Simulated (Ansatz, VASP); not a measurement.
ZnS: VASP beside Ansatz

Contents of INCAR:

```
PREC     = Accurate       # precision mode
ENCUT    = 520            # plane-wave cutoff, eV
EDIFF    = 1E-7           # SCF threshold, eV
ISMEAR   = 0              # smearing method
SIGMA    = 0.05           # smearing width, eV
LREAL    = False          # projectors in reciprocal space
LASPH    = True           # aspherical terms in the spheres
NELM     = 60             # most SCF steps
ALGO     = Normal         # electronic algorithm
ISIF     = 2              # what is computed and relaxed
LWAVE    = False          # write WAVECAR
LCHARG   = True           # write CHGCAR
GGA      = PE             # functional
LELF     = True           # ELF
LVHAR    = True         
NBANDS   = 46             # bands
```

File KPOINTS:

```
Automatic mesh
0
Gamma
  12 12 2
```

The input POSCAR:

```
ZnS
1.0
    3.9621251467      0.0000000000      0.0000000000
   -1.9810625733      3.4313010300      0.0000000000
    0.0000000000      0.0000000000     12.9679317746
Zn S
4 4
Direct
    0.0000000000      0.0000000000      0.0000503469
    0.0000000000      0.0000000000      0.5000503469
    0.3333333333      0.6666666667      0.2500245137
    0.6666666667      0.3333333333      0.7500245137
    0.0000000000      0.0000000000      0.1872896978
    0.0000000000      0.0000000000      0.6872896978
    0.3333333333      0.6666666667      0.4376354415
    0.6666666667      0.3333333333      0.9376354415
```

Input for Ansatz:

```yaml
crystal:
  lattice:
    - [3.9621251467, 0.0, 0.0]
    - [-1.9810625733, 3.43130103, 0.0]
    - [0.0, 0.0, 12.9679317746]
  atoms:
    - { symbol: Zn, position: [0.0, 0.0, 5.03469e-05] }
    - { symbol: Zn, position: [0.0, 0.0, 0.5000503469] }
    - { symbol: Zn, position: [0.3333333333, 0.6666666667, 0.2500245137] }
    - { symbol: Zn, position: [0.6666666667, 0.3333333333, 0.7500245137] }
    - { symbol: S, position: [0.0, 0.0, 0.1872896978] }
    - { symbol: S, position: [0.0, 0.0, 0.6872896978] }
    - { symbol: S, position: [0.3333333333, 0.6666666667, 0.4376354415] }
    - { symbol: S, position: [0.6666666667, 0.3333333333, 0.9376354415] }
basis:
  ecutwfc: 420
kpoints:
  mp_grid: { grid: [12, 12, 2] }
hamiltonian:
  xc: pbe
scf:
  occupations: { method: gaussian, width: 0.05 }
output:
  forces: true
  stress: true
  eigenvalues: true
```

Change from the starting cell: strain +0.030 along x and y, +0.030 along z, atoms carried along.

Alike in both runs: task single point; functional PBE; k mesh 12 × 12 × 2; occupations gaussian, width 0.05 eV; no spin polarisation.

|  | VASP | Ansatz |
| --- | --- | --- |
| version | VASP 6.6.1 | Ansatz 0.2.0 |
| potentials or method | VASP PAW PBE potentials, release 64 (Zn, S), cutoff 520 eV | scalar-relativistic, plane waves, PAW |
| valence electrons in the cell | 72 | 72 |

Ansatz gave:

* gap on the k mesh at the Fermi level (eV): 1.67
* least direct gap on the mesh (eV): 1.67
* pressure (GPa): -5.0
* rms of the force components (eV/Å): 0.003

Problem. Which values does VASP return?

Solution. gap on the k mesh at the Fermi level (eV): 1.67; least direct gap on the mesh (eV): 1.67; pressure (GPa): -4.9; rms of the force components (eV/Å): 0.003.

Atom by atom the forces differ by 0.000 eV/Å (rms over components). The functional is the same, so the differences come from potentials, cutoffs and numerics.
